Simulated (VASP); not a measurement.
The system is Co.

```xyz
1
Lattice="0.0000 1.7781 1.7781 1.7781 0.0000 1.7781 1.7781 1.7781 0.0000" Properties=species:S:1:pos:R:3 pbc="T T T"
Co    0.0000    0.0000    0.0000
```

| Item | Value |
| --- | --- |
| Program | VASP 6.6.1 |
| Task | relaxation of cell and atoms |
| Functional | PBE |
| Potentials or basis | VASP PAW PBE potentials, release 64 (Co) |
| Cutoff | 600 eV |
| k mesh | 20 × 20 × 20 |
| Occupations | gaussian, width 0.1 eV |
| Spin | collinear spin, ferromagnetic start |
| Starting moments | [1.95] μB |

At the start: pressure -6.7 GPa; volume 11.24 Å³/atom.

Question: Where does the relaxation end?

Answer: Over 4 steps the energy falls by 8.3 meV/atom and the volume is 10.86 Å³/atom (-3.4 %); space group Fm-3m (No. 225, to 0.05 Å); moment 1.63 μB per cell.

The path:
```csv
step,energy change (eV),largest force (eV/Å),pressure (GPa),volume (Å³)
1,0.0000,0.0000,-6.74,11.24
2,0.0009,0.0000,8.19,10.49
3,-0.0083,0.0000,-0.16,10.87
4,-0.0083,0.0000,0.14,10.86
```

Final structure:
```
Co
1.0
     0.00000    1.75756    1.75756
     1.75756    0.00000    1.75756
     1.75756    1.75756    0.00000
Co
1
Direct
  0.00000 0.00000 0.00000
```
